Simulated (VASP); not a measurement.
# B17P16 (a cell with a defect) in VASP: notebook

The runs below take B17P16 (a cell with a defect) through single point, with PBE.

Program: VASP 6.6.1. These are calculated values, not measurements. Logs are shortened: lines on timing, memory, paths and dates and some standing lists are left out, and cuts for length are marked.

### Step 1. The cell of the first run

The cell holds a defect, 33 atoms: a = 7.878 Å, b = 7.878 Å, c = 7.878 Å, α = 109.47°, β = 109.47°, γ = 109.47°.

### Step 2. Single point, PBE (with an interstitial atom, then relaxed in part)

INCAR reads:

```
PREC = Accurate
ENCUT = 520
EDIFF = 1E-6
ISMEAR = 0
SIGMA = 0.02
LREAL = Auto
LASPH = True
NELM = 80
ALGO = Normal
ISIF = 2
LWAVE = False
LCHARG = False
GGA = PE
NBANDS = 88
NELECT = 130.0
```

KPOINTS reads:

```
Automatic mesh
0
Gamma
  2 2 2
  0.5 0.5 0.5
```

POSCAR reads:

```
B17P16
1.0
   -4.5481928018      4.5481928018     -4.5481928018
   -4.5481928018     -4.5481928018      4.5481928018
    4.5481928018      4.5481928018      4.5481928018
B P
17 16
Direct
    0.2524992084      0.2519121162      0.4911090913
    0.0006762040      0.4970282806      0.4979235010
    0.0007527187      0.2455082183      0.7546531540
    0.7552793764      0.7546374215      0.5091795374
    0.7503956906      0.4975436065      0.7470358457
    0.7484173855      0.2504224432     -0.0027008637
    0.4976452957      0.0001395076      0.4979406836
    0.4981262425      0.7498319353      0.7470057243
    0.5037643863      0.5032259963      0.0010088181
    0.5032274327      0.2524589830      0.2495502193
    0.2461186298      0.0001314682      0.7545279264
    0.2508755815      0.7477649523     -0.0028035902
    0.2529615946      0.5027049373      0.2496193032
    0.0006820638      0.0001277052      0.0002676081
    0.0007130655      0.7483535445      0.2393250951
    0.7487941032      0.0001207941      0.2392720022
    0.0007436367      0.0001297574      0.6307888583
    0.0006535022      0.0001275677      0.2475012121
    0.7493159148      0.2512638876      0.2450752435
    0.7449173512      0.0001090442      0.4831511027
    0.5028935733      0.5023981126      0.2488813380
    0.5031518623      0.2514487473      0.4963980178
    0.4984707413      0.0001284735      0.7466074306
    0.2518500125      0.7488167900      0.2450870748
    0.2520268535      0.5025857061      0.4964651288
    0.2565721307      0.2560270678      0.7390015740
    0.2509246941      0.0001154447      0.0033393195
    0.0006592474      0.7442410104      0.4831256500
    0.0006176969      0.4978219125      0.7466119761
    0.0007354573      0.2504418726      0.0034506439
    0.7504349057      0.7498190487      0.7531254754
    0.7495462640      0.4976641785     -0.0060157509
    0.4981739417      0.7489841546     -0.0060782937
```

Potentials or basis: VASP PAW PBE potentials, release 64 (B, P).

On the command line:

```console
cat potpaw_PBE.64/B/POTCAR potpaw_PBE.64/P/POTCAR > POTCAR
mpirun -np 1 vasp_std > vasp.out
```

OUTCAR:

```text
PREC = Accurate
   ENCUT = 520
   EDIFF = 1E-6
   ISMEAR = 0
   LREAL = Auto
   LASPH = True
   NELM = 80
   ISIF = 2
   GGA = PE
   NELECT = 130.0

 ion  position               nearest neighbor table
   1  0.252  0.252  0.491-  26 1.93  22 1.96  25 1.96  18 1.96
   2  0.001  0.497  0.498-  29 1.96  25 1.97  19 1.97  28 1.99
   3  0.001  0.246  0.755-  17 1.85  30 1.95  29 2.01  26 2.04  20 2.04
   4  0.755  0.755  0.509-  17 1.85  31 1.95  21 2.01  28 2.04  20 2.04
   5  0.750  0.498  0.747-  32 1.95  22 1.95  29 1.97  31 1.97
   6  0.748  0.250  0.997-  19 1.95  32 1.95  23 1.97  30 1.97
   7  0.498  0.000  0.498-  23 1.96  22 1.97  24 1.97  20 1.99
   8  0.498  0.750  0.747-  33 1.95  25 1.95  23 1.97  31 1.97
   9  0.504  0.503  0.001-  21 1.96  32 1.97  33 1.97  26 1.99
  10  0.503  0.252  0.250-  22 1.95  19 1.95  21 1.97  27 1.97
  11  0.246  0.000  0.755-  17 1.85  27 1.95  23 2.01  28 2.04  26 2.04
  12  0.251  0.748  0.997-  24 1.95  33 1.95  29 1.97  27 1.97
  13  0.253  0.503  0.250-  25 1.95  24 1.95  21 1.97  30 1.97
  14  0.001  0.000  0.000-  18 1.95  27 1.96  31 1.96  30 1.96
  15  0.001  0.748  0.239-  28 1.93  24 1.96  32 1.96  18 1.96
  16  0.749  0.000  0.239-  20 1.93  19 1.96  33 1.96  18 1.96
  17  0.001  0.000  0.631-  11 1.85   3 1.85   4 1.85  20 1.96  28 1.96  26 1.96
  18  0.001  0.000  0.248-  14 1.95  15 1.96   1 1.96  16 1.96
  19  0.749  0.251  0.245-   6 1.95  10 1.95  16 1.96   2 1.97
  20  0.745  0.000  0.483-  16 1.93  17 1.96   7 1.99   3 2.04   4 2.04
  21  0.503  0.502  0.249-   9 1.96  10 1.97  13 1.97   4 2.01
  22  0.503  0.251  0.496-  10 1.95   5 1.95   1 1.96   7 1.97
  23  0.498  0.000  0.747-   7 1.96   6 1.97   8 1.97  11 2.01
  24  0.252  0.749  0.245-  12 1.95  13 1.95  15 1.96   7 1.97
  25  0.252  0.503  0.496-  13 1.95   8 1.95   1 1.96   2 1.97
  26  0.257  0.256  0.739-   1 1.93  17 1.96   9 1.99   3 2.04  11 2.04
  27  0.251  0.000  0.003-  11 1.95  14 1.96  10 1.97  12 1.97
  28  0.001  0.744  0.483-  15 1.93  17 1.96   2 1.99   4 2.04  11 2.04
  29  0.001  0.498  0.747-   2 1.96  12 1.97   5 1.97   3 2.01
  30  0.001  0.250  0.003-   3 1.95  14 1.96  13 1.97   6 1.97
  31  0.750  0.750  0.753-   4 1.95  14 1.96   5 1.97   8 1.97
  32  0.750  0.498  0.994-   5 1.95   6 1.95  15 1.96   9 1.97
  33  0.498  0.749  0.994-   8 1.95  12 1.95  16 1.96   9 1.97

  LATTYP: Found a body centered cubic cell.
 ALAT       =     9.0963856036

  Lattice vectors:

 A1 = (  -4.5481928018,   4.5481928018,  -4.5481928018)
 A2 = (  -4.5481928018,  -4.5481928018,   4.5481928018)
 A3 = (   4.5481928018,   4.5481928018,   4.5481928018)

Analysis of symmetry for initial positions (statically):
=====================================================================
 Subroutine PRICEL returns:
 Original cell was already a primitive cell.

 Routine SETGRP: Setting up the symmetry group for a
 body centered cubic supercell.

 Subroutine GETGRP returns: Found  1 space group operations
 (whereof  1 operations were pure point group operations)
 out of a pool of 48 trial point group operations.

The static configuration has the point symmetry C_1 .

Analysis of symmetry for dynamics (positions and initial velocities):
=====================================================================
 Subroutine PRICEL returns:
 Original cell was already a primitive cell.

 Routine SETGRP: Setting up the symmetry group for a
 body centered cubic supercell.

 Subroutine GETGRP returns: Found  1 space group operations
 (whereof  1 operations were pure point group operations)
 out of a pool of 48 trial point group operations.

The dynamic configuration has the point symmetry C_1 .

 Subroutine INISYM returns: Found  1 space group operations
 (whereof  1 operations are pure point group operations),
 and found     1 'primitive' translations

----------------------------------------------------------------------------------------

                                     Primitive cell

  volume of cell :     376.3367

  direct lattice vectors                    reciprocal lattice vectors
    -4.548192802  4.548192802 -4.548192802    -0.109933774  0.109933774  0.000000000
    -4.548192802 -4.548192802  4.548192802    -0.109933774  0.000000000  0.109933774
     4.548192802  4.548192802  4.548192802     0.000000000  0.109933774  0.109933774

  length of vectors
     7.877701015  7.877701015  7.877701015     0.155469834  0.155469834  0.155469834

  position of ions in fractional coordinates (direct lattice)
     0.252499208  0.251912116  0.491109091
     0.000676204  0.497028281  0.497923501
     0.000752719  0.245508218  0.754653154
     0.755279376  0.754637422  0.509179537
     0.750395691  0.497543607  0.747035846
     0.748417385  0.250422443  0.997299136
[... 25 lines left out ...]
     0.749546264  0.497664179  0.993984249
     0.498173942  0.748984155  0.993921706

  ion indices of the primitive-cell ions
   primitive index   ion index
                 1           1
                 2           2
                 3           3
                 4           4
                 5           5
                 6           6
[... 25 lines left out ...]
                32          32
                33          33

----------------------------------------------------------------------------------------

 KPOINTS: Automatic mesh

Automatic generation of k-mesh.
 Grid dimensions read from file:
 generate k-points for:    2    2    2

 Generating k-lattice:

  Cartesian coordinates                     Fractional coordinates (reciprocal lattice)
    -0.054966887  0.054966887  0.000000000     0.500000000  0.000000000  0.000000000
    -0.054966887  0.000000000  0.054966887     0.000000000  0.500000000  0.000000000
     0.000000000  0.054966887  0.054966887     0.000000000  0.000000000  0.500000000

  Length of vectors
     0.077734917  0.077734917  0.077734917

  Shift w.r.t. Gamma in fractional coordinates (k-lattice)
     0.500000000  0.500000000  0.500000000

 Subroutine IBZKPT returns following result:
 ===========================================

 Found      4 irreducible k-points:

 Following reciprocal coordinates:
            Coordinates               Weight
  0.250000  0.250000  0.250000      2.000000
 -0.250000  0.250000  0.250000      2.000000
  0.250000 -0.250000  0.250000      2.000000
  0.250000  0.250000 -0.250000      2.000000
   k-points           NKPTS =      4   k-points in BZ     NKDIM =      4   number of bands    NBANDS=     88
   number of dos      NEDOS =    301   number of ions     NIONS =     33
   total plane-waves  NPLWV = 216000
   dimension x,y,z NGX =    60 NGY =   60 NGZ =   60
   dimension x,y,z NGXF=   120 NGYF=  120 NGZF=  120
   ions per type =              17  16
   NGX,Y,Z   is equivalent  to a cutoff of  12.66, 12.66, 12.66 a.u.
   NGXF,Y,Z  is equivalent  to a cutoff of  25.32, 25.32, 25.32 a.u.
 SYSTEM =  unknown system
   PREC   = accura    normal or accurate (medium, high low for compatibility)
   ISTART =      0    job   : 0-new  1-cont  2-samecut
   ICHARG =      2    charge: 1-file 2-atom 10-const
   ISPIN  =      1    spin polarized calculation?
   LNONCOLLINEAR =      F non collinear calculations
   LSORBIT =      F    spin-orbit coupling
   LASPH  =      T    aspherical Exc in radial PAW
   ENCUT  =  520.0 eV  38.22 Ry    6.18 a.u.  14.65 14.65 14.65*2*pi/ulx,y,z
   NELM   =     80;   NELMIN=  2; NELMDL= -5     # of ELM steps
   EDIFF  = 0.1E-05   stopping-criterion for ELM
   LREAL  =      T    real-space projection
   EDIFFG = 0.1E-04   stopping-criterion for IOM
   NSW    =      0    number of steps for IOM
   IBRION =     -1    ionic relax: 0-MD 1-quasi-New 2-CG
   NFREE  =      0    steps in history (QN), initial steepest desc. (CG)
   ISIF   =      2    stress and relaxation
   ISYM   =      2    0-nonsym 1-usesym 2-fastsym
   POTIM  = 0.5000    time-step for ionic-motion
   TEBEG  =    0.0;   TEEND  =   0.0 temperature during run
   PSTRESS=    0.0 pullay stress
   NELECT =     130.0000    total number of electrons
   NUPDOWN=      -1.0000    fix difference up-down
   EMIN   =  10.00;   EMAX   =-10.00  energy-range for DOS
   EFERMI =   0.00;   METHOD = LEGACY
   ISMEAR =     0;   SIGMA  =   0.02  broadening in eV -4-tet -1-fermi 0-gaus
   EFERMI_NEDOS =   21; number of points for ismear=-14 and -15
   IALGO  =     38    algorithm
   IMIX   =      4    mixing-type and parameters
     AMIX     =   0.40;   BMIX     =  1.00
     AMIX_MAG =   1.60;   BMIX_MAG =  1.00
  volume/ion in A,a.u.               =      11.40        76.96
  Fermi-wavevector in a.u.,A,eV,Ry     =   1.148675  2.170681 17.952258  1.319454
  Thomas-Fermi vector in A             =   2.285349
   LORBIT       =      0    0 simple, 1 ext, 2 COOP (PROOUT), +10 PAW based schemes
   GGA     = PE    functional components
   LHFCALC =     F    Hartree Fock is set to
   AEXX    =    0.0000 exact exchange contribution
   IVDW    =     0    specifies the selected vdW correction
   LEPSILON=     F    determine dielectric tensor
   LRPA    =     F    only Hartree local field effects (RPA)
 non-spin polarized calculation
 Gauss-broadening in eV      SIGMA  =   0.02
  energy-cutoff  :      520.00
  volume of cell :      376.34
 maximum number of plane-waves:     10168
 NGX is ok and might be reduce to    60
   NGX = 29   NGY = 29   NGZ = 29

 number of electron     130.0000000 magnetization

 Free energy of the ion-electron system (eV)
  ---------------------------------------------------
  ext. energy  EPLUGINS =         0.00000000
  ---------------------------------------------------
  free energy    TOTEN  =      -216.08411572 eV

  energy without entropy =     -216.08411572  energy(sigma->0) =     -216.08411572

 E-fermi :   7.8938     XC(G=0): -10.9557

 val. band max:        7.7643348583   @ k =   0.2500  -0.2500   0.2500
 cond. band min:       8.5763149054   @ k =   0.2500  -0.2500   0.2500
 fundamental gap:      0.8119800471
 Fermi energy:         7.8937788755

 k-point     1 :       0.2500    0.2500    0.2500
  band No.  band energies     occupation
      1      -7.8024      2.00000
      2      -6.8839      2.00000
      3      -6.8830      2.00000
      4      -6.7492      2.00000
      5      -4.9629      2.00000
      6      -4.9543      2.00000
[... 69 lines left out ...]
     76      10.0961      0.00000
     77      11.0645      0.00000
[... 238 lines left out ...]
     76      11.0902      0.00000
     77      11.2613      0.00000
 [bands above 77 left out]

------------------------ aborting loop because EDIFF is reached ----------------------------------------

  FORCE on cell =-STRESS in cart. coord.  units (eV):
  Direction    XX          YY          ZZ          XY          YZ          ZX
  --------------------------------------------------------------------------------------
  -------------------------------------------------------------------------------------
  Total       -7.6545066     -7.6483497     -7.6494596      6.2787854      6.2851304      6.2847435
  in kB      -32.5875111    -32.5612996    -32.5660247     26.7306567     26.7576696     26.7560223
  external PRESSURE =     -32.5716118 kB  Pullay stress =       0.0000000 kB

 VOLUME and BASIS-vectors are now :
 -----------------------------------------------------------------------------
  energy-cutoff  :      520.00
  volume of cell :      376.34
      direct lattice vectors                 reciprocal lattice vectors
    -4.548192802  4.548192802 -4.548192802    -0.109933774  0.109933774  0.000000000
    -4.548192802 -4.548192802  4.548192802    -0.109933774  0.000000000  0.109933774
     4.548192802  4.548192802  4.548192802     0.000000000  0.109933774  0.109933774

 POSITION                                       TOTAL-FORCE (eV/Angst)
 -----------------------------------------------------------------------------------
     -0.06050      2.23633      2.23099        -0.006674     -0.001401      0.002606
      0.00100      0.00715      4.52216        -0.000876     -0.002131     -0.002917
      2.31227      2.31911      4.54550        -0.006224     -0.010240     -0.008027
     -4.55155      2.31877      2.31293        -0.013658     -0.007650     -0.001178
     -2.27821      4.54768      2.24764         0.001337     -0.005332      0.003328
     -0.00701      6.80089      2.27093        -0.001675      0.003587     -0.001163
[... 25 lines left out ...]
     -1.15172      5.66644      3.37522        -0.004759     -0.000445      0.001280
     -1.15177      3.37981      5.66128        -0.001562      0.004245     -0.001350
 -----------------------------------------------------------------------------------
    total drift:                                0.003286      0.003029      0.000809

  FREE ENERGIE OF THE ION-ELECTRON SYSTEM (eV)
  ---------------------------------------------------
  free  energy   TOTEN  =      -216.0841157193 eV

  energy  without entropy=     -216.0841157193  energy(sigma->0) =     -216.08411572
```

Run time: 1.9 min. Hardware: 1 thread of Intel Xeon 6975P-C (Granite Rapids), shared host; peak memory 0.48 GiB.

What came out:

- Free energy: -216.0841 eV
- Largest force: 0.033 eV/Å

Forces on the atoms (eV/Å):
```
B   -0.007 -0.001  0.003
B   -0.001 -0.002 -0.003
B   -0.006 -0.010 -0.008
B   -0.014 -0.008 -0.001
B    0.001 -0.005  0.003
B   -0.002  0.004 -0.001
B   -0.006 -0.005 -0.007
B   -0.002  0.004 -0.003
B   -0.003 -0.002 -0.001
B    0.009  0.002 -0.006
B   -0.001 -0.006 -0.001
B   -0.007  0.004  0.010
B    0.002 -0.004  0.001
B   -0.005 -0.008 -0.005
B    0.004  0.000 -0.007
B   -0.002 -0.002 -0.002
B   -0.004 -0.010 -0.004
P    0.003  0.003  0.004
P   -0.003  0.003 -0.002
P    0.002  0.026  0.002
P   -0.003  0.011  0.004
P    0.001 -0.001  0.000
P    0.011  0.000  0.010
P    0.002 -0.003  0.002
P    0.000 -0.004 -0.003
P    0.033  0.001 -0.004
P   -0.007  0.013 -0.006
P   -0.004  0.000  0.027
P    0.005  0.011 -0.006
P    0.000 -0.006  0.007
P    0.009 -0.007 -0.001
P   -0.005  0.000  0.001
P   -0.002  0.004 -0.001
```

Caveat: the cell carries a net charge on a neutralising background, which shifts energy and pressure; the cell differs from its parent crystal (with an interstitial atom, then relaxed in part); the cell is charged against a uniform background, so pressure and absolute levels hang on convention.

### Step 3. Single point, PBE

INCAR reads:

```
SYSTEM = B17P16
  PREC = Accurate
  ENCUT = 520
  EDIFF = 1E-6
  ISMEAR = 0
  SIGMA = 0.02
  LREAL = Auto
  LASPH = .TRUE.
  NELM = 60
  ALGO = Normal
  ISIF = 2
  LWAVE = .FALSE.
  LCHARG = .FALSE.
  GGA = PE
  NBANDS = 88
  NELECT = 130.0
```

KPOINTS is that of step 2.

POSCAR reads:

```
B17P16
1.0
   -4.5481928018      4.5481928018     -4.5481928018
   -4.5481928018     -4.5481928018      4.5481928018
    4.5481928018      4.5481928018      4.5481928018
B P
17 16
Direct
    0.2518200195      0.2517844009      0.4939929106
   -0.0000029682      0.4969006589      0.5008073754
    0.0000735457      0.2453805387      0.7575370373
    0.7546002664      0.7545097909      0.5120634946
    0.7497165684      0.4974160284      0.7499197261
    0.7477382002      0.2502947983      0.0001830397
    0.4969661794      0.0000118728      0.5008246350
    0.4974471397      0.7497043658      0.7498896042
    0.5030852032      0.5030982853      0.0038926450
    0.5025482867      0.2523313215      0.2524341096
    0.2454395732      0.0000038477      0.7574118227
    0.2501964076      0.7476372810      0.0000802517
    0.2522825109      0.5025773092      0.2525031480
    0.0000029682      0.0000001099      0.0031515814
    0.0000339695      0.7482258665      0.2422089494
    0.7481149433     -0.0000069258      0.2421558513
    0.0000644212      0.0000020887      0.6336726752
   -0.0000257245     -0.0000001099      0.2503850539
    0.7486367989      0.2511363414      0.2479591453
    0.7442382387     -0.0000185788      0.4860349146
    0.5022144178      0.5022704840      0.2517652725
    0.5024726522      0.2513210301      0.4992818244
    0.4977915622      0.0000008795      0.7494913141
    0.2511709705      0.7486892373      0.2479710182
    0.2513477440      0.5024581410      0.4993489940
    0.2558930658      0.2558994420      0.7418854360
    0.2502455480     -0.0000122026      0.0062232410
   -0.0000198980      0.7441134638      0.4860095199
   -0.0000614530      0.4976942708      0.7494959314
    0.0000562861      0.2503142566      0.0063344940
    0.7497558148      0.7496915035      0.7560093975
    0.7488672201      0.4975366258     -0.0031317934
    0.4974948509      0.7488565565     -0.0031943457
```

Potentials or basis: VASP PAW PBE potentials, release 64 (B, P).

On the command line:

```console
cat potpaw_PBE.64/B/POTCAR potpaw_PBE.64/P/POTCAR > POTCAR
mpirun -np 1 vasp_std > vasp.out
```

Wall time 1.9 min (1 thread of Intel Xeon 6975P-C (Granite Rapids), shared host); peak memory 0.48 GiB.

It converged, with:

| Item | Value |
| --- | --- |
| Free energy | -216.0839 eV |
| Largest force | 0.035 eV/Å |

Forces on the atoms (eV/Å):
```
B   -0.008 -0.001  0.003
B   -0.002 -0.003 -0.005
B   -0.007 -0.010 -0.007
B   -0.012 -0.008 -0.002
B    0.000 -0.006  0.002
B   -0.003  0.003 -0.003
B   -0.007 -0.006 -0.008
B   -0.004  0.003 -0.004
B   -0.005 -0.003 -0.002
B    0.008  0.000 -0.008
B   -0.002 -0.005 -0.001
B   -0.008  0.002  0.009
B    0.001 -0.005 -0.001
B   -0.006 -0.006 -0.006
B    0.004  0.001 -0.008
B   -0.002 -0.001 -0.002
B   -0.005 -0.010 -0.004
P    0.007  0.006  0.007
P   -0.003  0.003 -0.001
P    0.002  0.029  0.001
P    0.000  0.011  0.007
P    0.002  0.000 -0.001
P    0.012  0.003  0.012
P    0.001 -0.002  0.003
P    0.002 -0.005 -0.003
P    0.035  0.000 -0.004
P   -0.007  0.012 -0.006
P   -0.005 -0.001  0.029
P    0.007  0.012 -0.003
P    0.000 -0.007  0.007
P    0.009 -0.008 -0.001
P   -0.004 -0.001  0.002
P   -0.001  0.003 -0.002
```

Levels at points of the mesh, in eV from the Fermi level:
| k point | band 63 | band 64 | band 65 | band 66 | band 67 | band 68 |
| --- | --- | --- | --- | --- | --- | --- |
| (0.25, 0.25, 0.25) | -1.48 | -1.45 | -0.33 | 0.68 | 1.52 | 1.52 |

Caveat: the cell carries a net charge on a neutralising background, which shifts energy and pressure; the cell is charged against a uniform background, so pressure and absolute levels hang on convention.

(Continued in part 2 of 2.)
